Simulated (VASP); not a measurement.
# Hf (P6_3/mmc) in VASP: relaxation of cell and atoms with PBEsol

Aim: the relaxation of cell and atoms of Hf with PBEsol.

Everything below comes from runs of VASP 6.6.1. Logs are shortened: lines on timing, memory, paths and dates and some standing lists are left out, and cuts for length are marked.

### Step 1. The cell of the first run

Symmetry: P6_3/mmc, No. 194, hexagonal system. Conventional cell: a = 3.197 Å, b = 3.197 Å, c = 5.058 Å, α = 90.00°, β = 90.00°, γ = 120.00°. Within 4.1 Å of Hf (site symmetry -6m2) lie 12 Hf at 3.13 to 3.20 Å.

### Step 2. Relaxation of cell and atoms, PBEsol

The input, INCAR:

```
PREC = Accurate
ENCUT = 600
EDIFF = 1E-7
ISMEAR = 0
SIGMA = 0.1
LREAL = False
LASPH = True
NELM = 100
ALGO = Fast
ISIF = 3
LWAVE = False
LCHARG = False
GGA = PS
IBRION = 2
NSW = 100
EDIFFG = -0.005
```

The input, KPOINTS:

```
regular mesh
0
Gamma
  15 15 8
```

The input, POSCAR:

```
Hf
1.0
    3.1967000000      0.0000000000      0.0000000000
   -1.5983500000      2.7684234083      0.0000000000
    0.0000000000      0.0000000000      5.0578000000
Hf
2
Direct
    0.3333333333      0.6666666667      0.2500000000
    0.6666666667      0.3333333333      0.7500000000
```

Potentials or basis: VASP PAW PBE potentials, release 64 (Hf_pv).

Run with:

```sh
cat potpaw_PBE.64/Hf_pv/POTCAR > POTCAR
mpirun -np 1 vasp_std > vasp.out
```

OUTCAR:

```text
PREC = Accurate
   ENCUT = 600
   EDIFF = 1E-7
   ISMEAR = 0
   LREAL = False
   LASPH = True
   NELM = 100
   ISIF = 3
   GGA = PS
   IBRION = 2
   NSW = 100
   EDIFFG = -0.005

 ion  position               nearest neighbor table
   1  0.333  0.667  0.250-   2 3.13   2 3.13   2 3.13   2 3.13   2 3.13   2 3.13
   2  0.667  0.333  0.750-   1 3.13   1 3.13   1 3.13   1 3.13   1 3.13   1 3.13

  LATTYP: Found a hexagonal cell.
 ALAT       =     3.1967000000
 C/A-ratio  =     1.5821941377

  Lattice vectors:

 A1 = (   3.1967000000,   0.0000000000,   0.0000000000)
 A2 = (  -1.5983500000,   2.7684234083,   0.0000000000)
 A3 = (   0.0000000000,   0.0000000000,   5.0578000000)

Analysis of symmetry for initial positions (statically):
=====================================================================
 Subroutine PRICEL returns:
 Original cell was already a primitive cell.

 Routine SETGRP: Setting up the symmetry group for a
 hexagonal supercell.

 Subroutine GETGRP returns: Found 24 space group operations
 (whereof 12 operations were pure point group operations)
 out of a pool of 24 trial point group operations.

The static configuration has the point symmetry D_3d.
 The point group associated with its full space group is D_6h.

Analysis of symmetry for dynamics (positions and initial velocities):
=====================================================================
 Subroutine PRICEL returns:
 Original cell was already a primitive cell.

 Routine SETGRP: Setting up the symmetry group for a
 hexagonal supercell.

 Subroutine GETGRP returns: Found 24 space group operations
 (whereof 12 operations were pure point group operations)
 out of a pool of 24 trial point group operations.

The dynamic configuration has the point symmetry D_3d.
 The point group associated with its full space group is D_6h.

 Subroutine INISYM returns: Found 24 space group operations
 (whereof 12 operations are pure point group operations),
 and found     1 'primitive' translations

----------------------------------------------------------------------------------------

                                     Primitive cell

  volume of cell :      44.7606

  direct lattice vectors                    reciprocal lattice vectors
     3.196700000  0.000000000  0.000000000     0.312822598  0.180608211  0.000000000
    -1.598350000  2.768423408  0.000000000     0.000000000  0.361216423  0.000000000
     0.000000000  0.000000000  5.057800000     0.000000000  0.000000000  0.197714421

  length of vectors
     3.196700000  3.196700000  5.057800000     0.361216423  0.361216423  0.197714421

  position of ions in fractional coordinates (direct lattice)
     0.333333333  0.666666667  0.250000000
     0.666666667  0.333333333  0.750000000

  ion indices of the primitive-cell ions
   primitive index   ion index
                 1           1
                 2           2

----------------------------------------------------------------------------------------

 KPOINTS: regular mesh

Automatic generation of k-mesh.
 Grid dimensions read from file:
 generate k-points for:   15   15    8

 Generating k-lattice:

  Cartesian coordinates                     Fractional coordinates (reciprocal lattice)
     0.020854840  0.012040547  0.000000000     0.066666667  0.000000000  0.000000000
     0.000000000  0.024081095  0.000000000     0.000000000  0.066666667  0.000000000
     0.000000000  0.000000000  0.024714303     0.000000000  0.000000000  0.125000000

  Length of vectors
     0.024081095  0.024081095  0.024714303

  Shift w.r.t. Gamma in fractional coordinates (k-lattice)
     0.000000000  0.000000000  0.000000000

 Subroutine IBZKPT returns following result:
 ===========================================

 Found    135 irreducible k-points:

 Following reciprocal coordinates:
            Coordinates               Weight
  0.000000  0.000000  0.000000      1.000000
  0.066667 -0.000000  0.000000      6.000000
  0.133333 -0.000000  0.000000      6.000000
  0.200000  0.000000  0.000000      6.000000
  0.266667 -0.000000  0.000000      6.000000
  0.333333 -0.000000  0.000000      6.000000
[... 16 lines left out ...]
  0.333333  0.200000  0.000000     12.000000
  0.400000  0.200000  0.000000      6.000000
 [... further k-points ...]
   k-points           NKPTS =    135   k-points in BZ     NKDIM =    135   number of bands    NBANDS=     14
   number of dos      NEDOS =    301   number of ions     NIONS =      2
   total plane-waves  NPLWV =  31360
   dimension x,y,z NGX =    28 NGY =   28 NGZ =   40
   dimension x,y,z NGXF=    56 NGYF=   56 NGZF=   80
   ions per type =               2
   NGX,Y,Z   is equivalent  to a cutoff of  14.56, 14.56, 13.15 a.u.
   NGXF,Y,Z  is equivalent  to a cutoff of  29.12, 29.12, 26.30 a.u.
 SYSTEM =  unknown system
   PREC   = accura    normal or accurate (medium, high low for compatibility)
   ISTART =      0    job   : 0-new  1-cont  2-samecut
   ICHARG =      2    charge: 1-file 2-atom 10-const
   ISPIN  =      1    spin polarized calculation?
   LNONCOLLINEAR =      F non collinear calculations
   LSORBIT =      F    spin-orbit coupling
   LASPH  =      T    aspherical Exc in radial PAW
   ENCUT  =  600.0 eV  44.10 Ry    6.64 a.u.   6.38  6.38 10.10*2*pi/ulx,y,z
   NELM   =    100;   NELMIN=  2; NELMDL= -5     # of ELM steps
   EDIFF  = 0.1E-06   stopping-criterion for ELM
   LREAL  =      F    real-space projection
   EDIFFG = -.5E-02   stopping-criterion for IOM
   NSW    =    100    number of steps for IOM
   IBRION =      2    ionic relax: 0-MD 1-quasi-New 2-CG
   NFREE  =      1    steps in history (QN), initial steepest desc. (CG)
   ISIF   =      3    stress and relaxation
   ISYM   =      2    0-nonsym 1-usesym 2-fastsym
   POTIM  = 0.5000    time-step for ionic-motion
   TEBEG  =    0.0;   TEEND  =   0.0 temperature during run
   PSTRESS=    0.0 pullay stress
   NELECT =      20.0000    total number of electrons
   NUPDOWN=      -1.0000    fix difference up-down
   EMIN   =  10.00;   EMAX   =-10.00  energy-range for DOS
   EFERMI =   0.00;   METHOD = LEGACY
   ISMEAR =     0;   SIGMA  =   0.10  broadening in eV -4-tet -1-fermi 0-gaus
   EFERMI_NEDOS =   21; number of points for ismear=-14 and -15
   IALGO  =     68    algorithm
   IMIX   =      4    mixing-type and parameters
     AMIX     =   0.40;   BMIX     =  1.00
     AMIX_MAG =   1.60;   BMIX_MAG =  1.00
  volume/ion in A,a.u.               =      22.38       151.03
  Fermi-wavevector in a.u.,A,eV,Ry     =   1.251563  2.365112 21.312311  1.566411
  Thomas-Fermi vector in A             =   2.385505
   LORBIT       =      0    0 simple, 1 ext, 2 COOP (PROOUT), +10 PAW based schemes
   GGA     = PS    functional components
   LHFCALC =     F    Hartree Fock is set to
   AEXX    =    0.0000 exact exchange contribution
   IVDW    =     0    specifies the selected vdW correction
   LEPSILON=     F    determine dielectric tensor
   LRPA    =     F    only Hartree local field effects (RPA)
 conjugate gradient relaxation of ions
 non-spin polarized calculation
 RMM-DIIS sequential band-by-band and
 Gauss-broadening in eV      SIGMA  =   0.10
  energy-cutoff  :      600.00
  volume of cell :       44.76
 maximum number of plane-waves:      1515
 NGX is ok and might be reduce to    28
   NGX = 13   NGY = 13   NGZ = 21

--------------------------------------- Ionic step        1  -------------------------------------------

 number of electron      20.0000001 magnetization

 Free energy of the ion-electron system (eV)
  ---------------------------------------------------
  ext. energy  EPLUGINS =         0.00000000
  ---------------------------------------------------
  free energy    TOTEN  =       -20.98843981 eV

  energy without entropy =      -20.98100412  energy(sigma->0) =      -20.98472196

------------------------ aborting loop because EDIFF is reached ----------------------------------------

  FORCE on cell =-STRESS in cart. coord.  units (eV):
  Direction    XX          YY          ZZ          XY          YZ          ZX
  --------------------------------------------------------------------------------------
  -------------------------------------------------------------------------------------
  Total       -1.1273712     -1.1273712     -1.2067724      0.0000000     -0.0000000     -0.0000000
  in kB      -40.3535241    -40.3535241    -43.1956385      0.0000000     -0.0000000     -0.0000000
  external PRESSURE =     -41.3008955 kB  Pullay stress =       0.0000000 kB
[... 201 lines left out ...]
  energy  without entropy=      -21.0034171939  energy(sigma->0) =      -21.00712435

--------------------------------------- Ionic step        7  -------------------------------------------

 number of electron      19.9999998 magnetization

 Free energy of the ion-electron system (eV)
  ---------------------------------------------------
  ext. energy  EPLUGINS =         0.00000000
  ---------------------------------------------------
  free energy    TOTEN  =       -21.01083404 eV

  energy without entropy =      -21.00343619  energy(sigma->0) =      -21.00713512

 E-fermi :   5.0298     XC(G=0): -11.5660

 val. band max:        5.0196208634   @ k =   0.0667   0.0667   0.1250
 cond. band min:       5.0440180069   @ k =   0.0667  -0.0000   0.5000
 fundamental gap:      0.0243971435
 Fermi energy:         5.0298364294

 k-point     1 :       0.0000    0.0000    0.0000
  band No.  band energies     occupation
      1     -25.9889      2.00000
      2     -25.1377      2.00000
      3     -25.1377      2.00000
      4     -24.9942      2.00000
      5     -24.9912      2.00000
      6     -24.9912      2.00000
      7      -2.4932      2.00000
      8       1.1922      2.00000
      9       5.8474      0.00000
     10       6.1951      0.00000
     11       6.1951      0.00000
     12       6.5073      0.00000
     13       7.0631      0.00000
     14       7.0631      0.00000
[... 375 lines left out ...]
 k-point    24 :       0.4000    0.2000    0.0000
  band No.  band energies     occupation
      1     -25.7220      2.00000
      2     -25.5564      2.00000
      3     -25.5020      2.00000
      4     -25.4524      2.00000
      5     -25.3021      2.00000
      6     -25.2387      2.00000
      7       2.4095      2.00000
      8       2.7357      2.00000
      9       2.9715      2.00000
     10       3.8267      2.00000
     11       5.3963      0.00000
     12       5.7043      0.00000
     13       6.9522      0.00000
     14      10.3020      0.00000

 [... further k-points ...]

------------------------ aborting loop because EDIFF is reached ----------------------------------------

  FORCE on cell =-STRESS in cart. coord.  units (eV):
  Direction    XX          YY          ZZ          XY          YZ          ZX
  --------------------------------------------------------------------------------------
  -------------------------------------------------------------------------------------
  Total        0.0000671      0.0000671     -0.0009328     -0.0000000      0.0000000     -0.0000000
  in kB        0.0024942      0.0024942     -0.0346940     -0.0000000      0.0000000     -0.0000000
  external PRESSURE =      -0.0099019 kB  Pullay stress =       0.0000000 kB
[... 17 lines left out ...]
  FREE ENERGIE OF THE ION-ELECTRON SYSTEM (eV)
  ---------------------------------------------------
  free  energy   TOTEN  =       -21.0108340425 eV

  energy  without entropy=      -21.0034361936  energy(sigma->0) =      -21.00713512

 reached required accuracy - stopping structural energy minimisation
```

Run time: 6.1 min. Hardware: 1 thread of Intel Xeon Platinum 8375C at 2.90GHz (Ice Lake), shared host; peak memory 0.26 GiB.

What came out:

| Item | Value |
| --- | --- |
| Free energy | -21.0108 eV |
| Relaxed volume | 21.54 Å³/atom |
| Relaxed cell | a = 3.158 Å, b = 3.158 Å, c = 4.988 Å, α = 90.00°, β = 90.00°, γ = 120.00° |
| Space group after relaxing (to 0.1 Å) | P6_3/mmc (No. 194) |
| Energy gained by relaxing | 11.2 meV/atom |
| Ionic steps | 7 |
| Pressure after relaxing | 0.0 GPa |
| Band gap on the k mesh | zero (bands 10 and 11 overlap by 1.61 eV) |

The path:
```csv
step,energy change (eV),largest force (eV/Å),pressure (GPa),volume (Å³)
1,0.0000,0.0000,-4.13,44.76
2,0.0115,0.0000,5.78,41.13
3,-0.0224,0.0000,-0.03,43.09
4,-0.0224,0.0000,0.05,43.06
5,-0.0224,0.0000,-0.04,43.09
6,-0.0224,0.0000,-0.03,43.09
7,-0.0224,0.0000,0.00,43.08
```

Final structure:
```
Hf
1.0
     3.15798    0.00000    0.00000
    -1.57899    2.73489    0.00000
     0.00000    0.00000    4.98756
Hf
2
Direct
  0.33333 0.66667 0.25000
  0.66667 0.33333 0.75000
```

Levels at points of the mesh, in eV from the Fermi level:
| k point | band 7 | band 8 | band 9 | band 10 | band 11 | band 12 | band 13 | band 14 |
| --- | --- | --- | --- | --- | --- | --- | --- | --- |
| (0.00, 0.00, 0.00) | -7.52 | -3.84 | 0.82 | 1.17 | 1.17 | 1.48 | 2.03 | 2.03 |
| (0.00, 0.00, 0.50) | -5.47 | -5.47 | 0.14 | 0.14 | 1.05 | 1.05 | 1.05 | 1.05 |

Caveat: the PAW data sets were made with another functional, which shifts forces and pressure a little; spin-orbit coupling is left out, which moves the levels of the heavy elements.
